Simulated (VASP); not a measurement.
# ZnS (P6_3mc) in VASP: a series of runs

ZnS is run at these levels: r2SCAN; tasks: single point.

Everything below comes from runs of VASP 6.6.1. Logs are shortened: lines on timing, memory, paths and dates and some standing lists are left out, and cuts for length are marked.

## 1. The cell of the first run

Symmetry: P6_3mc, No. 186, hexagonal system. Conventional cell: a = 3.809 Å, b = 3.809 Å, c = 12.840 Å, α = 90.00°, β = 90.00°, γ = 120.00°. Within 3.1 Å of Zn (site symmetry 3m) lie 4 S at 2.34 to 2.40 Å. Within 3.1 Å of Zn (site symmetry 3m) lie 4 S at 2.34 to 2.41 Å. S (site symmetry 3m) has 4 Zn at 2.34 to 2.40 Å within 3.1 Å. Within 3.1 Å of S (site symmetry 3m) lie 4 Zn at 2.34 to 2.41 Å.

## 2. Single point, r2SCAN (strain +0.000 along x and y, +0.030 along z)

POSCAR

```
ZnS
1.0
    3.8087369152      0.0000000000      0.0000000000
   -1.9043684576      3.2984629249      0.0000000000
    0.0000000000      0.0000000000     12.8404590974
Zn S
4 4
Direct
    0.0000000000      0.0000000000      0.0001143924
    0.0000000000      0.0000000000      0.5001143924
    0.3333333333      0.6666666667      0.2500706174
    0.6666666667      0.3333333333      0.7500706174
    0.0000000000      0.0000000000      0.1872361436
    0.0000000000      0.0000000000      0.6872361436
    0.3333333333      0.6666666667      0.4375788466
    0.6666666667      0.3333333333      0.9375788466
```

INCAR.step1

```
PREC = Accurate
ENCUT = 520
ISMEAR = 0
SIGMA = 0.05
LREAL = False
LASPH = True
NELM = 100
NBANDS = 46
GGA = PE
ALGO = Normal
EDIFF = 1E-4
LWAVE = True
LCHARG = False
```

INCAR.step2

```
PREC = Accurate
ENCUT = 520
EDIFF = 1E-7
ISMEAR = 0
SIGMA = 0.05
LREAL = False
LASPH = True
NELM = 100
ALGO = Normal
ISIF = 2
LWAVE = False
LCHARG = True
METAGGA = R2SCAN
LMIXTAU = True
LELF = True
LVHAR = True
NBANDS = 46
ISTART = 1
```

KPOINTS

```
regular mesh
0
Gamma
  6 6 2
```

Potentials or basis: VASP PAW PBE potentials, release 64 (Zn, S).

Command:

```
> cat potpaw_PBE.64/Zn/POTCAR potpaw_PBE.64/S/POTCAR > POTCAR
> cp INCAR.step1 INCAR
> mpirun -np 1 vasp_std > vasp.out
> cp INCAR.step2 INCAR
> mpirun -np 1 vasp_std > vasp.out
```

OUTCAR:

```text
PREC = Accurate
   ENCUT = 520
   EDIFF = 1E-7
   ISMEAR = 0
   LREAL = False
   LASPH = True
   NELM = 100
   ISIF = 2
   METAGGA = R2SCAN
   ISTART = 1

 ion  position               nearest neighbor table
   1  0.000  0.000  0.000-   8 2.34   8 2.34   8 2.34   5 2.40
   2  0.000  0.000  0.500-   7 2.34   7 2.34   7 2.34   6 2.40
   3  0.333  0.667  0.250-   5 2.34   5 2.34   5 2.34   7 2.41
   4  0.667  0.333  0.750-   6 2.34   6 2.34   6 2.34   8 2.41
   5  0.000  0.000  0.187-   3 2.34   3 2.34   3 2.34   1 2.40
   6  0.000  0.000  0.687-   4 2.34   4 2.34   4 2.34   2 2.40
   7  0.333  0.667  0.438-   2 2.34   2 2.34   2 2.34   3 2.41
   8  0.667  0.333  0.938-   1 2.34   1 2.34   1 2.34   4 2.41

  LATTYP: Found a hexagonal cell.
 ALAT       =     3.8087369152
 C/A-ratio  =     3.3713168915

  Lattice vectors:

 A1 = (   3.8087369152,   0.0000000000,   0.0000000000)
 A2 = (  -1.9043684576,   3.2984629249,   0.0000000000)
 A3 = (   0.0000000000,   0.0000000000,  12.8404590974)

Analysis of symmetry for initial positions (statically):
=====================================================================
 Subroutine PRICEL returns:
 Original cell was already a primitive cell.

 Routine SETGRP: Setting up the symmetry group for a
 hexagonal supercell.

 Subroutine GETGRP returns: Found 12 space group operations
 (whereof  6 operations were pure point group operations)
 out of a pool of 24 trial point group operations.

The static configuration has the point symmetry C_3v.
 The point group associated with its full space group is C_6v.

Analysis of symmetry for dynamics (positions and initial velocities):
=====================================================================
 Subroutine PRICEL returns:
 Original cell was already a primitive cell.

 Routine SETGRP: Setting up the symmetry group for a
 hexagonal supercell.

 Subroutine GETGRP returns: Found 12 space group operations
 (whereof  6 operations were pure point group operations)
 out of a pool of 24 trial point group operations.

The dynamic configuration has the point symmetry C_3v.
 The point group associated with its full space group is C_6v.

 Subroutine INISYM returns: Found 12 space group operations
 (whereof  6 operations are pure point group operations),
 and found     1 'primitive' translations

----------------------------------------------------------------------------------------

                                     Primitive cell

  volume of cell :     161.3144

  direct lattice vectors                    reciprocal lattice vectors
     3.808736915  0.000000000  0.000000000     0.262554233  0.151585757  0.000000000
    -1.904368458  3.298462925  0.000000000     0.000000000  0.303171514  0.000000000
     0.000000000  0.000000000 12.840459097     0.000000000  0.000000000  0.077878835

  length of vectors
     3.808736915  3.808736915 12.840459097     0.303171514  0.303171514  0.077878835

  position of ions in fractional coordinates (direct lattice)
     0.000000000  0.000000000  0.000114392
     0.000000000  0.000000000  0.500114392
     0.333333333  0.666666667  0.250070617
     0.666666667  0.333333333  0.750070617
     0.000000000  0.000000000  0.187236144
     0.000000000  0.000000000  0.687236144
     0.333333333  0.666666667  0.437578847
     0.666666667  0.333333333  0.937578847

  ion indices of the primitive-cell ions
   primitive index   ion index
                 1           1
                 2           2
                 3           3
                 4           4
                 5           5
                 6           6
                 7           7
                 8           8

----------------------------------------------------------------------------------------

 KPOINTS: regular mesh

Automatic generation of k-mesh.
 Grid dimensions read from file:
 generate k-points for:    6    6    2

 Generating k-lattice:

  Cartesian coordinates                     Fractional coordinates (reciprocal lattice)
     0.043759039  0.025264293  0.000000000     0.166666667 -0.000000000  0.000000000
     0.000000000  0.050528586  0.000000000     0.000000000  0.166666667  0.000000000
     0.000000000  0.000000000  0.038939418     0.000000000  0.000000000  0.500000000

  Length of vectors
     0.050528586  0.050528586  0.038939418

  Shift w.r.t. Gamma in fractional coordinates (k-lattice)
     0.000000000  0.000000000  0.000000000

 Subroutine IBZKPT returns following result:
 ===========================================

 Found     14 irreducible k-points:

 Following reciprocal coordinates:
            Coordinates               Weight
  0.000000  0.000000  0.000000      1.000000
  0.166667  0.000000  0.000000      6.000000
  0.333333 -0.000000  0.000000      6.000000
  0.500000  0.000000  0.000000      3.000000
  0.166667  0.166667  0.000000      6.000000
  0.333333  0.166667  0.000000     12.000000
  0.333333  0.333333  0.000000      2.000000
  0.000000  0.000000  0.500000      1.000000
  0.166667  0.000000  0.500000      6.000000
  0.333333 -0.000000  0.500000      6.000000
  0.500000  0.000000  0.500000      3.000000
  0.166667  0.166667  0.500000      6.000000
  0.333333  0.166667  0.500000     12.000000
  0.333333  0.333333  0.500000      2.000000
   k-points           NKPTS =     14   k-points in BZ     NKDIM =     14   number of bands    NBANDS=     46
   number of dos      NEDOS =    301   number of ions     NIONS =      8
   total plane-waves  NPLWV =  75264
   dimension x,y,z NGX =    28 NGY =   28 NGZ =   96
   dimension x,y,z NGXF=    56 NGYF=   56 NGZF=  192
   ions per type =               4   4
   NGX,Y,Z   is equivalent  to a cutoff of  12.22, 12.22, 12.43 a.u.
   NGXF,Y,Z  is equivalent  to a cutoff of  24.44, 24.44, 24.86 a.u.
 SYSTEM =  unknown system
   PREC   = accura    normal or accurate (medium, high low for compatibility)
   ISTART =      1    job   : 0-new  1-cont  2-samecut
   ICHARG =      0    charge: 1-file 2-atom 10-const
   ISPIN  =      1    spin polarized calculation?
   LNONCOLLINEAR =      F non collinear calculations
   LSORBIT =      F    spin-orbit coupling
   LASPH  =      T    aspherical Exc in radial PAW
   ENCUT  =  520.0 eV  38.22 Ry    6.18 a.u.   7.08  7.08 23.87*2*pi/ulx,y,z
   NELM   =    100;   NELMIN=  2; NELMDL=  0     # of ELM steps
   EDIFF  = 0.1E-06   stopping-criterion for ELM
   LREAL  =      F    real-space projection
   EDIFFG = 0.1E-05   stopping-criterion for IOM
   NSW    =      0    number of steps for IOM
   IBRION =     -1    ionic relax: 0-MD 1-quasi-New 2-CG
   NFREE  =      0    steps in history (QN), initial steepest desc. (CG)
   ISIF   =      2    stress and relaxation
   ISYM   =      2    0-nonsym 1-usesym 2-fastsym
   POTIM  = 0.5000    time-step for ionic-motion
   TEBEG  =    0.0;   TEEND  =   0.0 temperature during run
   PSTRESS=    0.0 pullay stress
   NELECT =      72.0000    total number of electrons
   NUPDOWN=      -1.0000    fix difference up-down
   EMIN   =  10.00;   EMAX   =-10.00  energy-range for DOS
   EFERMI =   0.00;   METHOD = LEGACY
   ISMEAR =     0;   SIGMA  =   0.05  broadening in eV -4-tet -1-fermi 0-gaus
   EFERMI_NEDOS =   21; number of points for ismear=-14 and -15
   IALGO  =     38    algorithm
   IMIX   =      4    mixing-type and parameters
     AMIX     =   0.40;   BMIX     =  1.00
     AMIX_MAG =   1.60;   BMIX_MAG =  1.00
  volume/ion in A,a.u.               =      20.16       136.08
  Fermi-wavevector in a.u.,A,eV,Ry     =   1.251107  2.364250 21.296790  1.565270
  Thomas-Fermi vector in A             =   2.385070
   LORBIT       =      0    0 simple, 1 ext, 2 COOP (PROOUT), +10 PAW based schemes
   METAGGA = R2SCAN    functional components
   LHFCALC =     F    Hartree Fock is set to
   AEXX    =    0.0000 exact exchange contribution
   IVDW    =     0    specifies the selected vdW correction
   LEPSILON=     F    determine dielectric tensor
   LRPA    =     F    only Hartree local field effects (RPA)
 non-spin polarized calculation
 Gauss-broadening in eV      SIGMA  =   0.05
  energy-cutoff  :      520.00
  volume of cell :      161.31
 maximum number of plane-waves:      4383
   NGX = 15   NGY = 15   NGZ = 47

 number of electron      72.0000061 magnetization

 Free energy of the ion-electron system (eV)
  ---------------------------------------------------
  ext. energy  EPLUGINS =         0.00000000
  ---------------------------------------------------
  free energy    TOTEN  =       -75.38041744 eV

  energy without entropy =      -75.38041744  energy(sigma->0) =      -75.38041744

 E-fermi :   1.9241     XC(G=0): -10.1699

 val. band max:        1.6766733541   @ k =   0.0000   0.0000   0.0000
 cond. band min:       4.2217390832   @ k =   0.0000   0.0000   0.0000
 fundamental gap:      2.5450657291
 Fermi energy:         1.9241295531

 k-point     1 :       0.0000    0.0000    0.0000
  band No.  band energies     occupation
      1     -11.8957      2.00000
      2     -11.5132      2.00000
      3     -11.5055      2.00000
      4     -11.0554      2.00000
      5      -4.7860      2.00000
      6      -4.7859      2.00000
[... 38 lines left out ...]
     45       8.8534      0.00000
     46       8.9235      0.00000

 k-point     2 :       0.1667    0.0000    0.0000
  band No.  band energies     occupation
      1     -11.7109      2.00000
      2     -11.3592      2.00000
      3     -11.3514      2.00000
      4     -10.9466      2.00000
      5      -4.7923      2.00000
      6      -4.7635      2.00000
[... 38 lines left out ...]
     45       9.0474      0.00000
     46       9.0793      0.00000

 k-point     3 :       0.3333   -0.0000    0.0000
  band No.  band energies     occupation
      1     -11.2713      2.00000
      2     -11.0201      2.00000
      3     -11.0124      2.00000
      4     -10.7437      2.00000
      5      -4.7817      2.00000
      6      -4.7342      2.00000
[... 528 lines left out ...]
     45       9.3905      0.00000
     46       9.3905      0.00000

 k-point    14 :       0.3333    0.3333    0.5000
  band No.  band energies     occupation
      1     -10.7467      2.00000
      2     -10.7467      2.00000
      3     -10.7360      2.00000
      4     -10.7360      2.00000
      5      -4.6975      2.00000
      6      -4.6975      2.00000
[... 38 lines left out ...]
     45       9.7546      0.00000
     46       9.7546      0.00000

------------------------ aborting loop because EDIFF is reached ----------------------------------------

  FORCE on cell =-STRESS in cart. coord.  units (eV):
  Direction    XX          YY          ZZ          XY          YZ          ZX
  --------------------------------------------------------------------------------------
  -------------------------------------------------------------------------------------
  Total       -0.8277188     -0.8277188     -4.5676700      0.0000000      0.0000000      0.0000000
  in kB       -8.2209171     -8.2209171    -45.3661755      0.0000000      0.0000000      0.0000000
  external PRESSURE =     -20.6026699 kB  Pullay stress =       0.0000000 kB

 VOLUME and BASIS-vectors are now :
 -----------------------------------------------------------------------------
  energy-cutoff  :      520.00
  volume of cell :      161.31
      direct lattice vectors                 reciprocal lattice vectors
     3.808736915  0.000000000  0.000000000     0.262554233  0.151585757  0.000000000
    -1.904368458  3.298462925  0.000000000     0.000000000  0.303171514  0.000000000
     0.000000000  0.000000000 12.840459097     0.000000000  0.000000000  0.077878835

 POSITION                                       TOTAL-FORCE (eV/Angst)
 -----------------------------------------------------------------------------------
      0.00000      0.00000      0.00147        -0.000000      0.000000      0.115250
      0.00000      0.00000      6.42170         0.000000      0.000000      0.115250
     -0.00000      2.19898      3.21102         0.000000      0.000000      0.137469
      1.90437      1.09949      9.63125        -0.000000     -0.000000      0.137469
      0.00000      0.00000      2.40420         0.000000      0.000000     -0.123252
      0.00000      0.00000      8.82443         0.000000      0.000000     -0.123252
     -0.00000      2.19898      5.61871         0.000000      0.000000     -0.129466
      1.90437      1.09949     12.03894         0.000000     -0.000000     -0.129466
 -----------------------------------------------------------------------------------
    total drift:                               -0.000001     -0.000001     -0.061747

  FREE ENERGIE OF THE ION-ELECTRON SYSTEM (eV)
  ---------------------------------------------------
  free  energy   TOTEN  =       -75.3804174358 eV

  energy  without entropy=      -75.3804174358  energy(sigma->0) =      -75.38041744
```

Run time: 3.7 min. Hardware: 1 thread of Intel Xeon 6975P-C (Granite Rapids), shared host; peak memory 0.32 GiB.

What came out:

| Quantity | Value |
| --- | --- |
| Free energy | -75.3804 eV |
| Pressure | -2.1 GPa |
| Largest force | 0.137 eV/Å |
| Band gap on the k mesh | 2.54 eV |

Forces in eV/Å, atoms in the order of the input:
```
Zn   0.000  0.000  0.115
Zn   0.000  0.000  0.115
Zn   0.000  0.000  0.137
Zn   0.000  0.000  0.137
S    0.000  0.000 -0.123
S    0.000  0.000 -0.123
S    0.000  0.000 -0.129
S    0.000  0.000 -0.129
```

Caveat: the cell differs from its parent crystal (strain +0.000 along x and y, +0.030 along z); the PAW data sets were made with another functional, which shifts forces and pressure a little.

## 3. Single point, r2SCAN (strain +0.015 along x and y, +0.000 along z)

Edit POSCAR of step 2 so:

```diff
@@ -2,5 +2,5 @@
 1.0
-    3.8087369152      0.0000000000      0.0000000000
-   -1.9043684576      3.2984629249      0.0000000000
-    0.0000000000      0.0000000000     12.8404590974
+    3.8658679689      0.0000000000      0.0000000000
+   -1.9329339845      3.3479398688      0.0000000000
+    0.0000000000      0.0000000000     12.4664651431
 Zn S
```

INCAR.step1

```
ALGO = Normal
EDIFF = 1E-4
ENCUT = 520
GGA = PE
ISMEAR = 0
LASPH = True
LCHARG = False
LREAL = False
LWAVE = True
NBANDS = 46
NELM = 80
PREC = Accurate
SIGMA = 0.05
```

INCAR.step2

```
ALGO = Normal
EDIFF = 1E-6
ENCUT = 520
ISIF = 2
ISMEAR = 0
ISTART = 1
LASPH = True
LCHARG = True
LELF = True
LMIXTAU = True
LREAL = False
LVHAR = True
LWAVE = False
METAGGA = R2SCAN
NBANDS = 46
NELM = 80
PREC = Accurate
SIGMA = 0.05
```

KPOINTS

```
k-points
0
Gamma
  6 6 2
```

Potentials or basis: VASP PAW PBE potentials, release 64 (Zn, S).

Command:

```
> cat potpaw_PBE.64/Zn/POTCAR potpaw_PBE.64/S/POTCAR > POTCAR
> cp INCAR.step1 INCAR
> mpirun -np 1 vasp_std > vasp.out
> cp INCAR.step2 INCAR
> mpirun -np 1 vasp_std > vasp.out
```

OUTCAR:

```text
EDIFF = 1E-6
   ENCUT = 520
   ISIF = 2
   ISMEAR = 0
   ISTART = 1
   LASPH = True
   LREAL = False
   METAGGA = R2SCAN
   NELM = 80
   PREC = Accurate

 ion  position               nearest neighbor table
   1  0.000  0.000  0.000-   5 2.33   8 2.36   8 2.36   8 2.36
   2  0.000  0.000  0.500-   6 2.33   7 2.36   7 2.36   7 2.36
   3  0.333  0.667  0.250-   7 2.34   5 2.37   5 2.37   5 2.37
   4  0.667  0.333  0.750-   8 2.34   6 2.37   6 2.37   6 2.37
[... 892 lines left out ...]
  Total       -2.7940445     -2.7940445     -0.7847147      0.0000000      0.0000000      0.0000000
  in kB      -27.7444366    -27.7444366     -7.7920978      0.0000000      0.0000000      0.0000000
  external PRESSURE =     -21.0936570 kB  Pullay stress =       0.0000000 kB

 VOLUME and BASIS-vectors are now :
 -----------------------------------------------------------------------------
  energy-cutoff  :      520.00
  volume of cell :      161.35
      direct lattice vectors                 reciprocal lattice vectors
     3.865867969  0.000000000  0.000000000     0.258674121  0.149345574  0.000000000
    -1.932933984  3.347939869  0.000000000     0.000000000  0.298691147  0.000000000
     0.000000000  0.000000000 12.466465143     0.000000000  0.000000000  0.080215200

 POSITION                                       TOTAL-FORCE (eV/Angst)
 -----------------------------------------------------------------------------------
      0.00000      0.00000      0.00143         0.000000      0.000000     -0.096085
      0.00000      0.00000      6.23466         0.000000     -0.000000     -0.096085
     -0.00000      2.23196      3.11750        -0.000000      0.000000     -0.090288
      1.93293      1.11598      9.35073         0.000000     -0.000000     -0.090288
      0.00000      0.00000      2.33417         0.000000      0.000000      0.091944
      0.00000      0.00000      8.56741         0.000000      0.000000      0.091944
     -0.00000      2.23196      5.45506         0.000000      0.000000      0.094429
      1.93293      1.11598     11.68829         0.000000      0.000000      0.094429
 -----------------------------------------------------------------------------------
    total drift:                                0.000000      0.000000     -0.041136

  FREE ENERGIE OF THE ION-ELECTRON SYSTEM (eV)
  ---------------------------------------------------
  free  energy   TOTEN  =       -75.4105053244 eV

  energy  without entropy=      -75.4105053244  energy(sigma->0) =      -75.41050532
```

OUTCAR.step1:

```text
EDIFF = 1E-4
   ENCUT = 520
   GGA = PE
   ISMEAR = 0
[... 921 lines left out ...]
      0.00000      0.00000      2.33417         0.000000      0.000000      0.091879
      0.00000      0.00000      8.56741        -0.000000      0.000000      0.091879
     -0.00000      2.23196      5.45506         0.000000      0.000000      0.096171
      1.93293      1.11598     11.68829         0.000000      0.000000      0.096171
 -----------------------------------------------------------------------------------
    total drift:                               -0.000000     -0.000000      0.001279

  FREE ENERGIE OF THE ION-ELECTRON SYSTEM (eV)
  ---------------------------------------------------
  free  energy   TOTEN  =       -27.3836070091 eV

  energy  without entropy=      -27.3836070091  energy(sigma->0) =      -27.38360701
```

It took 3 min on 1 thread of Intel Xeon 6975P-C (Granite Rapids), shared host; peak memory 0.34 GiB.

What came out:

* Free energy: -75.4105 eV
* Pressure: -2.1 GPa
* Largest force: 0.096 eV/Å
* Band gap on the k mesh: 2.62 eV

Forces in eV/Å, atoms in the order of the input:
```
Zn   0.000  0.000 -0.096
Zn   0.000  0.000 -0.096
Zn   0.000  0.000 -0.090
Zn   0.000  0.000 -0.090
S    0.000  0.000  0.092
S    0.000  0.000  0.092
S    0.000  0.000  0.094
S    0.000  0.000  0.094
```

Stress tensor (GPa, compression positive):
```
-2.77  0.00  0.00
 0.00 -2.77  0.00
 0.00  0.00 -0.78
```

Caveat: the cell differs from its parent crystal (strain +0.015 along x and y, +0.000 along z); the PAW data sets were made with another functional, which shifts forces and pressure a little.

(Continued in part 2 of 2.)
